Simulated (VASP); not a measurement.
A run of VASP 6.6.1 is set up as follows.

INCAR

```
PREC = Accurate
ENCUT = 520
EDIFF = 1E-6
ISMEAR = 0
SIGMA = 0.05
LREAL = False
LASPH = True
NELM = 150
ALGO = Normal
ISIF = 2
LWAVE = False
LCHARG = False
ISPIN = 2
MAGMOM = 4.46 -4.46 0 0
LORBIT = 11
LMAXMIX = 4
GGA = PE
NBANDS = 31
```

File KPOINTS:

```
regular mesh
0
Gamma
  14 14 14
```

Contents of POSCAR:

```
MnO
1.0
    0.0000000000      2.2536253286      2.2536253286
    2.2536253286      0.0000000000      2.2536253286
    4.3748705580      2.1212452294     -2.1212452294
Mn O
2 2
Direct
    0.0000000000      0.0000000000      0.0000000000
    0.5000000000      0.0000000000      0.5000000000
    0.7500000061      0.4999999878      0.2500000183
    1.2499999939      0.5000000122      0.7499999817
```

Potentials or basis: VASP PAW PBE potentials, release 64 (Mn_pv, O).

Launch:

```console
$ cat potpaw_PBE.64/Mn_pv/POTCAR potpaw_PBE.64/O/POTCAR > POTCAR
$ mpirun -np 1 vasp_std > vasp.out
```

(1) Estimate the net moment.

(2) Estimate the site moments.

(3) Estimate the pressure.

Answers

(1) 0.00 μB per cell.

(2) Mn +4.32, -4.32; O +0.00 μB.

(3) -0.5 GPa.
